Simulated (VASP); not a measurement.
RuC2N2, 10 atoms in the cell. The structure is cubic, space group P-43m (No. 215). The conventional cell has a = 5.832 Å, b = 5.832 Å, c = 5.832 Å, α = 90.00°, β = 90.00°, γ = 90.00°. Ru (site symmetry -43m) has 4 C at 1.90 Å within 2.5 Å. Within 2.6 Å of Ru (site symmetry -43m) lie 4 N at 1.98 Å. C (site symmetry 3m) has 1 N at 1.17 Å within 1.6 Å. N (site symmetry 3m) has 1 C at 1.17 Å within 1.6 Å. 

```yaml
Program: VASP 6.6.1
Task: single point
Functional: PBE
Potentials_or_basis: VASP PAW PBE potentials, release 64 (Ru_pv, C, N)
Cutoff: 520 eV
k_mesh: 4 × 4 × 4
Occupations: gaussian, width 0.1 eV
Spin: collinear spin, antiferromagnetic start
Starting_moments: "[-1.0, 1.0, 0.0, 0.0, 0.0, 0.0, 0.0, 0.0, 0.0, 0.0] μB"
Dipole_correction: no
Further_INCAR_settings: ALGO = Normal; EDIFF = 1e-06; NBANDS = 47
```

Potentials or basis: VASP PAW PBE potentials, release 64 (Ru_pv, C, N).

The run is started by

```console
$ cat potpaw_PBE.64/Ru_pv/POTCAR potpaw_PBE.64/C/POTCAR potpaw_PBE.64/N/POTCAR > POTCAR
$ mpirun -np 1 vasp_std > vasp.out
```

Hardware: 1 thread of Intel(R) Xeon(R) 6975P-C (Granite Rapids) (shared host).

**Question.** How long does it take, and how much memory?

**Answer.** It took 3.3 min on 1 thread of Intel(R) Xeon(R) 6975P-C (Granite Rapids) (shared host), peak memory 0.47 GiB. Counts: scf iterations 25, k points 10.
